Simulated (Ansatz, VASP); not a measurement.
## AlP5: VASP beside Ansatz

```
CELL_PARAMETERS angstrom
5.17160 0.00000 0.00000
-2.58580 4.47874 0.00000
0.00000 0.00000 7.99958
ATOMIC_POSITIONS crystal
Al 0.00000 0.00000 0.50000
P 0.62860 0.00000 0.00000
P 0.00000 0.62860 0.00000
P 0.37140 0.37140 0.00000
P 0.00000 0.00000 0.15853
P 0.00000 0.00000 0.84147
```

Alike in both runs: functional PBE; k mesh 12 × 12 × 6; occupations gaussian, width 0.1 eV; no spin polarisation.

Ansatz relaxed the structure, and its values are those at the end. VASP's run is a single point on that final structure, the one shown.

|  | VASP | Ansatz |
| --- | --- | --- |
| version | VASP 6.6.1 | Ansatz 0.2.0 |
| potentials or method | VASP PAW PBE potentials, release 64 (Al, P), cutoff 520 eV | scalar-relativistic, plane waves, PAW |
| valence electrons in the cell | 28 | 28 |

|  | VASP | Ansatz | Ansatz less VASP |
| --- | --- | --- | --- |
| gap on the k mesh at the Fermi level (eV) | none | none | - |
| pressure (GPa) | -0.1 | 0.0 | +0.13 |
| rms of the force components (eV/Å) | 0.032 | 0.001 | -0.0307 |

A gap of «none» marks a metal or a gap that the smearing closes.
